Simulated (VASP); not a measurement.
Input of a VASP 6.6.1 run:

File INCAR:

```
PREC = Accurate ; ENCUT = 600
EDIFF = 1E-6 ; ISMEAR = -1
SIGMA = 0.05 ; LREAL = F
LASPH = T ; NELM = 120
ALGO = Normal ; ISIF = 2
LWAVE = F ; LCHARG = T
GGA = PS ; LELF = T
LVHAR = T ; NBANDS = 11
GGA_COMPAT = F
```

Contents of KPOINTS:

```
regular mesh
0
Gamma
  3 3 1
```

POSCAR

```
C
1.0
    2.4561700000      0.0000000000      0.0000000000
   -1.2280850000      2.1271060000      0.0000000000
    0.0000000000      0.0000000000      8.5238030000
C
2
Direct
    0.3333333333      0.6666666667      0.0000000000
    0.6666666667      0.3333333333      0.0000000000
```

Potentials or basis: VASP PAW PBE potentials, release 64 (C).

The run is started by

```sh
$ cat potpaw_PBE.64/C/POTCAR > POTCAR
$ mpirun -np 1 vasp_std > vasp.out
```

(1) Predict the band gap on the k mesh.

## Answers

(1) zero (filled and empty bands touch).

Caveat: the k points lie up to 0.98 Å⁻¹ apart.
